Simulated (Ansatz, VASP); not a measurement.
## One calculation of Zr, two programs

INCAR

```
SYSTEM = Zr
PREC     = Accurate       ! precision mode
ENCUT    = 520            ! plane-wave cutoff, eV
EDIFF    = 1E-7           ! SCF threshold, eV
ISMEAR   = -1             ! smearing method
SIGMA    = 0.08           ! smearing width, eV
LREAL    = .False.        ! projectors in reciprocal space
LASPH    = .True.         ! aspherical terms in the spheres
NELM     = 60             ! most SCF steps
ALGO     = Normal         ! electronic algorithm
ISIF     = 2              ! what is computed and relaxed
LWAVE    = .False.        ! write WAVECAR
LCHARG   = .False.        ! write CHGCAR
NBANDS   = 19             ! bands
```

Contents of KPOINTS:

```
regular mesh
0
Gamma
  12 12 12
  0 0 0
```

File POSCAR:

```
Zr
1.0
    0.0000000000      2.7846361886      2.7846361886
    2.7846361886      0.0000000000      2.7846361886
    2.7846361886      2.7846361886      0.0000000000
Zr
2
Direct
   -0.1250000000     -0.1250000000     -0.1250000000
    0.1250000000      0.1250000000      0.1250000000
```

Input for Ansatz:

```yaml
crystal:
  lattice:
    - [0.0, 2.7846361886, 2.7846361886]
    - [2.7846361886, 0.0, 2.7846361886]
    - [2.7846361886, 2.7846361886, 0.0]
  atoms:
    - { symbol: Zr, position: [-0.125, -0.125, -0.125] }
    - { symbol: Zr, position: [0.125, 0.125, 0.125] }
kpoints:
  mp_grid: { grid: [12, 12, 12] }
scf:
  occupations: { method: fermi_dirac, width: 0.08 }
hamiltonian:
  xc: lda
  pseudopotentials: { kind: all_electron, lapw: { basis_error: 0.001 } }
output:
  forces: true
  stress: true
  eigenvalues: true
  populations: true
```

Change from the starting cell: volume scaled by 0.78, LAPW.

Alike in both runs: task single point; functional LDA; k mesh 12 × 12 × 12; occupations fermi-dirac, width 0.08 eV; no spin polarisation.

```csv
,VASP,Ansatz
version,VASP 6.6.1,Ansatz 0.2.0
potentials or method,"VASP PAW LDA potentials, release 64 (Zr_sv), cutoff 520 eV","all-electron LAPW, scalar-relativistic"
```

VASP gave:

| Item | Value |
| --- | --- |
| pressure (GPa) | 17.1 |

Problem. Estimate Ansatz's values.

Solution. Pressure (GPa): 16.7.

LDA's correlation is that of Perdew and Zunger in VASP and of Perdew and Wang (1992) in Ansatz. Ansatz ran all-electron here, and VASP with PAW potentials.
